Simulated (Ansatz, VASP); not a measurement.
One calculation of PbS, two programs

INCAR

```
ALGO = Normal
EDIFF = 1E-7
ENCUT = 520
GGA = PS
ISIF = 2
ISMEAR = -1
LASPH = True
LCHARG = True
LELF = True
LREAL = False
LVHAR = True
LWAVE = False
NBANDS = 17
NELM = 60
PREC = Accurate
SIGMA = 0.05
```

KPOINTS

```
k-points
0
Gamma
  12 12 12
```

The input POSCAR:

```
PbS
1.0
    0.0000000000      2.6803846315      2.6803846315
    2.6803846315      0.0000000000      2.6803846315
    2.6803846315      2.6803846315      0.0000000000
Pb S
1 1
Direct
    0.0000000000      0.0000000000      0.0000000000
    0.2500000000      0.2500000000      0.2500000000
```

Input for Ansatz:

```yaml
crystal:
  lattice:
    - [0.0, 2.6803846315, 2.6803846315]
    - [2.6803846315, 0.0, 2.6803846315]
    - [2.6803846315, 2.6803846315, 0.0]
  atoms:
    - { symbol: Pb, position: [0.0, 0.0, 0.0] }
    - { symbol: S, position: [0.25, 0.25, 0.25] }
kpoints:
  mp_grid: { grid: [12, 12, 12] }
  band_path:
    path:
      - [0.0, 0.0, 0.0]
      - [-0.5, -0.5, 0.0]
      - [-0.375, -0.375, 0.25]
      - [-0.375, 0.0, 0.375]
      - [0.0, 0.0, 0.0]
      - [0.0, 0.0, 0.5]
      - [-0.5, -0.25, 0.25]
      - [-0.5, -0.5, 0.0]
    npoints: 8
scf:
  occupations: { method: fermi_dirac, width: 0.05 }
hamiltonian:
  xc: pbesol
  pseudopotentials: { kind: all_electron, lapw: { basis_error: 0.001 } }
output:
  forces: true
  stress: true
  eigenvalues: true
  populations: true
  dos: { projected: true, de: 0.2, e_range: [-14, 8] }
```

Change from the starting cell: volume scaled by 0.55, LAPW.

Alike in both runs: task single point; functional PBEsol; k mesh 12 × 12 × 12; occupations fermi-dirac, width 0.05 eV; no spin polarisation.

```csv
,VASP,Ansatz
version,VASP 6.6.1,Ansatz 0.2.0
potentials or method,"VASP PAW PBE potentials, release 64 (Pb_d, S), cutoff 520 eV","all-electron LAPW, scalar-relativistic"
```

```csv
,VASP,Ansatz,Ansatz less VASP
pressure (GPa),71.0,71.1,+0.08
```

VASP's potentials were made for PBE, not for PBEsol. Both programs put the cell under a high pressure, so it lies far from rest at this level. Ansatz ran all-electron here, and VASP with PAW potentials.

Spin-orbit coupling is off throughout. Noted on VASP's run: the cell as given lies far from equilibrium.
